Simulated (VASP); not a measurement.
# Ga2N (C222) in VASP: relaxation of cell and atoms with PBE

Aim: the relaxation of cell and atoms of Ga2N with PBE.

All numbers are computed with VASP 6.6.1; they aren't measurements. Logs are shortened: lines on timing, memory, paths and dates and some standing lists are left out, and cuts for length are marked.

**1. The cell of the first run**

It takes space group C222 (No. 21, orthorhombic). Conventional cell: a = 3.754 Å, b = 5.099 Å, c = 4.389 Å, α = 90.00°, β = 90.00°, γ = 90.00°. Within 2.7 Å of Ga (site symmetry 2) lie 2 N at 2.01 Å and 2 Ga at 2.68 Å. Within 2.7 Å of N (site symmetry 222) lie 4 Ga at 2.01 Å.

The cell was generated, and may not be a known phase.

**2. Relaxation of cell and atoms, PBE**

Contents of INCAR:

```
SYSTEM = Ga2N
ALGO     = Normal         ! electronic algorithm
EDIFF    = 1E-7           ! SCF threshold, eV
EDIFFG   = -0.01          ! ionic threshold
ENCUT    = 600            ! plane-wave cutoff, eV
GGA      = PE             ! functional
IBRION   = 2              ! ionic algorithm
ISIF     = 3              ! what is computed and relaxed
ISMEAR   = 0              ! smearing method
LASPH    = .True.         ! aspherical terms in the spheres
LCHARG   = .False.        ! write CHGCAR
LREAL    = .False.        ! projectors in reciprocal space
LWAVE    = .False.        ! write WAVECAR
NELM     = 60             ! most SCF steps
NSW      = 100            ! ionic steps
PREC     = Accurate       ! precision mode
SIGMA    = 0.1            ! smearing width, eV
```

Contents of KPOINTS:

```
k-points
0
Gamma
  16 16 10
  0 0 0
```

Contents of POSCAR:

```
Ga2N
1.0
    1.8768742834     -2.5492768519      0.0000000000
    1.8768742834      2.5492768519      0.0000000000
    0.0000000000      0.0000000000      4.3894019407
Ga N
2 1
Direct
    0.0000000000      0.5000000000      0.2176184657
    0.5000000000      0.0000000000      0.7823815343
    0.0000000000      0.0000000000      0.5000000000
```

Potentials or basis: VASP PAW PBE potentials, release 64 (Ga_d, N).

Run with:

```
$ cat potpaw_PBE.64/Ga_d/POTCAR potpaw_PBE.64/N/POTCAR > POTCAR
$ mpirun -np 1 vasp_std > vasp.out
```

OUTCAR:

```text
SYSTEM = Ga2N
   EDIFF = 1E-7
   EDIFFG = -0.01
   ENCUT = 600
   GGA = PE
   IBRION = 2
   ISIF = 3
   ISMEAR = 0
   LASPH = .True.
   LREAL = .False.
   NELM = 60
   NSW = 100
   PREC = Accurate

 ion  position               nearest neighbor table
   1  0.000  0.500  0.218-   3 2.01   3 2.01   2 2.68   2 2.68
   2  0.500  0.000  0.782-   3 2.01   3 2.01   1 2.68   1 2.68
   3  0.000  0.000  0.500-   1 2.01   2 2.01   1 2.01   2 2.01

  LATTYP: Found a base centered orthorhombic cell.
 ALAT       =     3.7537485668
 B/A-ratio  =     1.3582565835
 C/A-ratio  =     1.1693382928

  Lattice vectors:

 A1 = (   1.8768742834,  -2.5492768519,   0.0000000000)
 A2 = (   1.8768742834,   2.5492768519,   0.0000000000)
 A3 = (   0.0000000000,   0.0000000000,   4.3894019407)

Analysis of symmetry for initial positions (statically):
=====================================================================
 Subroutine PRICEL returns:
 Original cell was already a primitive cell.

 Routine SETGRP: Setting up the symmetry group for a
 base centered orthorhombic supercell.

 Subroutine GETGRP returns: Found  4 space group operations
 (whereof  4 operations were pure point group operations)
 out of a pool of  8 trial point group operations.

The static configuration has the point symmetry D_2 .

Analysis of symmetry for dynamics (positions and initial velocities):
=====================================================================
 Subroutine PRICEL returns:
 Original cell was already a primitive cell.

 Routine SETGRP: Setting up the symmetry group for a
 base centered orthorhombic supercell.

 Subroutine GETGRP returns: Found  4 space group operations
 (whereof  4 operations were pure point group operations)
 out of a pool of  8 trial point group operations.

The dynamic configuration has the point symmetry D_2 .

 Subroutine INISYM returns: Found  4 space group operations
 (whereof  4 operations are pure point group operations),
 and found     1 'primitive' translations

----------------------------------------------------------------------------------------

                                     Primitive cell

  volume of cell :      42.0037

  direct lattice vectors                    reciprocal lattice vectors
     1.876874283 -2.549276852  0.000000000     0.266400368 -0.196134053  0.000000000
     1.876874283  2.549276852  0.000000000     0.266400368  0.196134053  0.000000000
     0.000000000  0.000000000  4.389401941     0.000000000  0.000000000  0.227821469

  length of vectors
     3.165670473  3.165670473  4.389401941     0.330813728  0.330813728  0.227821469

  position of ions in fractional coordinates (direct lattice)
     0.000000000  0.500000000  0.217618466
     0.500000000  0.000000000  0.782381534
     0.000000000  0.000000000  0.500000000

  ion indices of the primitive-cell ions
   primitive index   ion index
                 1           1
                 2           2
                 3           3

----------------------------------------------------------------------------------------

 KPOINTS: k-points

Automatic generation of k-mesh.
 Grid dimensions read from file:
 generate k-points for:   16   16   10

 Generating k-lattice:

  Cartesian coordinates                     Fractional coordinates (reciprocal lattice)
     0.016650023 -0.012258378  0.000000000     0.062500000  0.000000000  0.000000000
     0.016650023  0.012258378  0.000000000     0.000000000  0.062500000  0.000000000
     0.000000000  0.000000000  0.022782147     0.000000000  0.000000000  0.100000000

  Length of vectors
     0.020675858  0.020675858  0.022782147

  Shift w.r.t. Gamma in fractional coordinates (k-lattice)
     0.000000000  0.000000000  0.000000000

 Subroutine IBZKPT returns following result:
 ===========================================

 Found    438 irreducible k-points:

 Following reciprocal coordinates:
            Coordinates               Weight
  0.000000  0.000000  0.000000      1.000000
  0.062500 -0.000000  0.000000      4.000000
  0.125000 -0.000000  0.000000      4.000000
  0.187500  0.000000  0.000000      4.000000
  0.250000 -0.000000  0.000000      4.000000
  0.312500 -0.000000  0.000000      4.000000
[... 16 lines left out ...]
 -0.125000  0.062500  0.000000      4.000000
 -0.062500  0.062500  0.000000      2.000000
 [... further k-points ...]
   k-points           NKPTS =    438   k-points in BZ     NKDIM =    438   number of bands    NBANDS=     19
   number of dos      NEDOS =    301   number of ions     NIONS =      3
   total plane-waves  NPLWV =  28224
   dimension x,y,z NGX =    28 NGY =   28 NGZ =   36
   dimension x,y,z NGXF=    56 NGYF=   56 NGZF=   72
   ions per type =               2   1
   NGX,Y,Z   is equivalent  to a cutoff of  14.70, 14.70, 13.63 a.u.
   NGXF,Y,Z  is equivalent  to a cutoff of  29.41, 29.41, 27.27 a.u.
 SYSTEM =  Ga2N
   PREC   = accura    normal or accurate (medium, high low for compatibility)
   ISTART =      0    job   : 0-new  1-cont  2-samecut
   ICHARG =      2    charge: 1-file 2-atom 10-const
   ISPIN  =      1    spin polarized calculation?
   LNONCOLLINEAR =      F non collinear calculations
   LSORBIT =      F    spin-orbit coupling
   LASPH  =      T    aspherical Exc in radial PAW
   ENCUT  =  600.0 eV  44.10 Ry    6.64 a.u.   6.32  6.32  8.77*2*pi/ulx,y,z
   NELM   =     60;   NELMIN=  2; NELMDL= -5     # of ELM steps
   EDIFF  = 0.1E-06   stopping-criterion for ELM
   LREAL  =      F    real-space projection
   EDIFFG = -.1E-01   stopping-criterion for IOM
   NSW    =    100    number of steps for IOM
   IBRION =      2    ionic relax: 0-MD 1-quasi-New 2-CG
   NFREE  =      1    steps in history (QN), initial steepest desc. (CG)
   ISIF   =      3    stress and relaxation
   ISYM   =      2    0-nonsym 1-usesym 2-fastsym
   POTIM  = 0.5000    time-step for ionic-motion
   TEBEG  =    0.0;   TEEND  =   0.0 temperature during run
   PSTRESS=    0.0 pullay stress
   NELECT =      31.0000    total number of electrons
   NUPDOWN=      -1.0000    fix difference up-down
   EMIN   =  10.00;   EMAX   =-10.00  energy-range for DOS
   EFERMI =   0.00;   METHOD = LEGACY
   ISMEAR =     0;   SIGMA  =   0.10  broadening in eV -4-tet -1-fermi 0-gaus
   EFERMI_NEDOS =   21; number of points for ismear=-14 and -15
   IALGO  =     38    algorithm
   IMIX   =      4    mixing-type and parameters
     AMIX     =   0.40;   BMIX     =  1.00
     AMIX_MAG =   1.60;   BMIX_MAG =  1.00
  volume/ion in A,a.u.               =      14.00        94.48
  Fermi-wavevector in a.u.,A,eV,Ry     =   1.479447  2.795750 29.779953  2.188765
  Thomas-Fermi vector in A             =   2.593604
   LORBIT       =      0    0 simple, 1 ext, 2 COOP (PROOUT), +10 PAW based schemes
   GGA     = PE    functional components
   LHFCALC =     F    Hartree Fock is set to
   AEXX    =    0.0000 exact exchange contribution
   IVDW    =     0    specifies the selected vdW correction
   LEPSILON=     F    determine dielectric tensor
   LRPA    =     F    only Hartree local field effects (RPA)
 conjugate gradient relaxation of ions
 non-spin polarized calculation
 Gauss-broadening in eV      SIGMA  =   0.10
  energy-cutoff  :      600.00
  volume of cell :       42.00
 maximum number of plane-waves:      1422
 NGX is ok and might be reduce to    28
   NGX = 13   NGY = 13   NGZ = 17

--------------------------------------- Ionic step        1  -------------------------------------------

 number of electron      31.0000008 magnetization

 Free energy of the ion-electron system (eV)
  ---------------------------------------------------
  ext. energy  EPLUGINS =         0.00000000
  ---------------------------------------------------
  free energy    TOTEN  =       -14.08548349 eV

  energy without entropy =      -14.08162418  energy(sigma->0) =      -14.08355384

------------------------ aborting loop because EDIFF is reached ----------------------------------------

  FORCE on cell =-STRESS in cart. coord.  units (eV):
  Direction    XX          YY          ZZ          XY          YZ          ZX
  --------------------------------------------------------------------------------------
  -------------------------------------------------------------------------------------
  Total        0.0575358     -0.0475867     -0.1906418      0.0000000      0.0000000      0.0000000
  in kB        2.1946286     -1.8151334     -7.2717871      0.0000000      0.0000000      0.0000000
  external PRESSURE =      -2.2974306 kB  Pullay stress =       0.0000000 kB
[... 92 lines left out ...]
  FREE ENERGIE OF THE ION-ELECTRON SYSTEM (eV)
  ---------------------------------------------------
  free  energy   TOTEN  =       -14.0860225926 eV

  energy  without entropy=      -14.0823946730  energy(sigma->0) =      -14.08420863

[... ionic steps 4 to 7 ...]

--------------------------------------- Ionic step        8  -------------------------------------------

 number of electron      30.9999999 magnetization

------------------------ aborting loop because EDIFF is reached ----------------------------------------

  FORCE on cell =-STRESS in cart. coord.  units (eV):
  Direction    XX          YY          ZZ          XY          YZ          ZX
  --------------------------------------------------------------------------------------
  -------------------------------------------------------------------------------------
  Total        0.0178395      0.0107461      0.0448567      0.0000000      0.0000000      0.0000000
  in kB        0.6816817      0.4106304      1.7140602      0.0000000      0.0000000      0.0000000
  external PRESSURE =       0.9354574 kB  Pullay stress =       0.0000000 kB
[... 59 lines left out ...]
  energy  without entropy=      -14.0832099595  energy(sigma->0) =      -14.08487017

--------------------------------------- Ionic step       10  -------------------------------------------

 number of electron      30.9999998 magnetization

 Free energy of the ion-electron system (eV)
  ---------------------------------------------------
  ext. energy  EPLUGINS =         0.00000000
  ---------------------------------------------------
  free energy    TOTEN  =       -14.08654144 eV

  energy without entropy =      -14.08322943  energy(sigma->0) =      -14.08488544

 E-fermi :   6.1758     XC(G=0): -11.4098

 val. band max:        6.1746787827   @ k =   0.5000   0.1250   0.4000
 cond. band min:       6.1978634584   @ k =   0.1875   0.1875   0.5000
 fundamental gap:      0.0231846757
 Fermi energy:         6.1757760549

 k-point     1 :       0.0000    0.0000    0.0000
  band No.  band energies     occupation
      1     -10.4687      2.00000
      2      -8.9634      2.00000
      3      -8.8562      2.00000
      4      -8.8004      2.00000
      5      -8.7800      2.00000
      6      -8.7061      2.00000
[... 11 lines left out ...]
     18      11.8026      0.00000
     19      13.9397      0.00000
[... 489 lines left out ...]
      3      -8.8549      2.00000
      4      -8.7936      2.00000
      5      -8.7803      2.00000
      6      -8.7026      2.00000
[... 11 lines left out ...]
     18      11.3606      0.00000
     19      13.6449      0.00000

 [... further k-points ...]

------------------------ aborting loop because EDIFF is reached ----------------------------------------

  FORCE on cell =-STRESS in cart. coord.  units (eV):
  Direction    XX          YY          ZZ          XY          YZ          ZX
  --------------------------------------------------------------------------------------
  -------------------------------------------------------------------------------------
  Total       -0.0030044     -0.0027994      0.0155955      0.0000000      0.0000000      0.0000000
  in kB       -0.1147362     -0.1069058      0.5955789      0.0000000      0.0000000      0.0000000
  external PRESSURE =       0.1246456 kB  Pullay stress =       0.0000000 kB
[... 18 lines left out ...]
  FREE ENERGIE OF THE ION-ELECTRON SYSTEM (eV)
  ---------------------------------------------------
  free  energy   TOTEN  =       -14.0865414447 eV

  energy  without entropy=      -14.0832294309  energy(sigma->0) =      -14.08488544

 reached required accuracy - stopping structural energy minimisation
```

It took 15 min on 1 thread of Intel Xeon 6975P-C (Granite Rapids), shared host; peak memory 0.5 GiB.

What came out:

- Free energy: -14.0865 eV
- Relaxed volume: 13.98 Å³/atom
- Relaxed cell: a = 3.170 Å, b = 3.170 Å, c = 4.358 Å, α = 90.00°, β = 90.00°, γ = 106.64°
- Space group after relaxing (to 0.1 Å): C222 (No. 21)
- Energy gained by relaxing: 0.4 meV/atom
- Ionic steps: 10
- Pressure after relaxing: 0.0 GPa
- Band gap on the k mesh: zero (an odd number of electrons rules out a gap without spin polarisation)

Step by step:
| step | energy change (eV) | largest force (eV/Å) | pressure (GPa) | volume (Å³) |
| --- | --- | --- | --- | --- |
| 1 | 0.0000 | 0.0161 | -0.23 | 42.00 |
| 2 | -0.0005 | 0.0320 | 0.13 | 41.88 |
| 3 | -0.0005 | 0.0385 | 0.32 | 41.83 |
| 4 | -0.0009 | 0.0099 | 0.17 | 41.88 |
| 5 | -0.0009 | 0.0127 | 0.03 | 41.92 |
| 6 | -0.0009 | 0.0166 | -0.03 | 41.93 |
| 7 | -0.0010 | 0.0080 | 0.03 | 41.93 |
| 8 | -0.0011 | 0.0048 | 0.09 | 41.93 |
| 9 | -0.0010 | 0.0050 | -0.12 | 41.98 |
| 10 | -0.0011 | 0.0004 | 0.01 | 41.95 |

Final structure:
```
CELL_PARAMETERS angstrom
1.89346 -2.54211 0.00000
1.89346 2.54211 0.00000
0.00000 0.00000 4.35803
ATOMIC_POSITIONS crystal
Ga 0.00000 0.50000 0.21665
Ga 0.50000 0.00000 0.78335
N 0.00000 0.00000 0.50000
```

The gap in the log of VASP goes by the Fermi energy; the results here count the filled bands.